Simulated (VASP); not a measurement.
**Na2B: relaxation of cell and atoms with PBE**

Na2B:

```xyz
3
Lattice="1.4941 0.8626 5.7848 -1.4941 0.8626 5.7848 0.0000 -1.7252 5.7848" Properties=species:S:1:pos:R:3 pbc="T T T"
Na    0.0000    0.0000   12.9880
Na    0.0000    0.0000   10.1505
B     0.0000    0.0000    0.0000
```

| Quantity | Value |
| --- | --- |
| Program | VASP 6.6.1 |
| Task | relaxation of cell and atoms |
| Functional | PBE |
| Potentials or basis | VASP PAW PBE potentials, release 64 (Na_pv, B) |
| Cutoff | 600 eV |
| k mesh | 6 × 6 × 6 |
| Occupations | gaussian, width 0.1 eV |
| Spin | no spin polarisation |
| Dipole correction | no |
| Further INCAR settings | ALGO = Normal; EDIFF = 1e-06; IBRION = 2; EDIFFG = -0.04; NSW = 90; ISIF = 3 |

| Quantity | Value |
| --- | --- |
| Relaxed volume | 24.14 Å³/atom |
| Relaxed cell | a = 6.974 Å, b = 6.974 Å, c = 6.974 Å, α = 29.42°, β = 29.42°, γ = 29.42° |
| Space group after relaxing (to 0.05 Å) | R3m (No. 160) |
| Energy gained by relaxing | 598.8 meV/atom |
| Ionic steps | 9 |
| Pressure after relaxing | 0.0 GPa |
| Largest force after relaxing | 0.012 eV/Å |

Forces on the atoms (eV/Å):
```
Na   0.000  0.000  0.012
Na   0.000  0.000 -0.012
B    0.000  0.000  0.000
```

Stress tensor (GPa, compression positive):
```
-0.08  0.00  0.00
 0.00 -0.08  0.00
 0.00  0.00  0.16
```

Step by step:
```
step  energy change (eV)  largest force (eV/Å)  pressure (GPa)  volume (Å³)
   1              0.0000                2.7149           28.40        44.73
   2             -1.7465                0.0664            2.24        64.10
   3             -1.7700                0.0579            1.09        66.41
   4             -1.7654                0.2534           -0.63        71.20
   5             -1.7757                0.1561            0.23        68.59
   6             -1.7756                0.1332            0.42        68.04
   7             -1.7796                0.1207            0.40        68.48
   8             -1.7895                0.0820            0.22        69.79
   9             -1.7964                0.0124            0.00        72.42
```

Final structure:
```xyz
3
Lattice="1.7708 1.0224 6.6675 -1.7708 1.0224 6.6675 0.0000 -2.0447 6.6675" Properties=species:S:1:pos:R:3 pbc="T T T"
Na    0.0000    0.0000   15.0707
Na    0.0000    0.0000   11.5998
B     0.0000    0.0000   20.0017
```

Levels at points of the mesh, in eV from the Fermi level:
```tsv
k point	band 6	band 7	band 8	band 9	band 10	band 11
(0.00, 0.00, 0.00)	-23.86	-6.63	-1.47	-1.27	2.98	2.98
(0.50, 0.00, 0.00)	-23.87	-4.71	-1.48	0.22	2.04	2.21
(0.50, 0.50, 0.00)	-23.87	-4.70	-1.44	0.03	2.04	2.04
(0.50, 0.50, 0.50)	-23.86	-6.56	-2.73	1.11	2.98	2.98
```

It took 3.1 min on 1 thread of AMD EPYC 9R45 96-Core Processor (Zen 5), on a shared host, peak memory 0.29 GiB.

Caveat: the k points lie up to 0.35 Å⁻¹ apart in the final cell; the volume moved by over 15 % at a fixed basis, so the end points are rough.
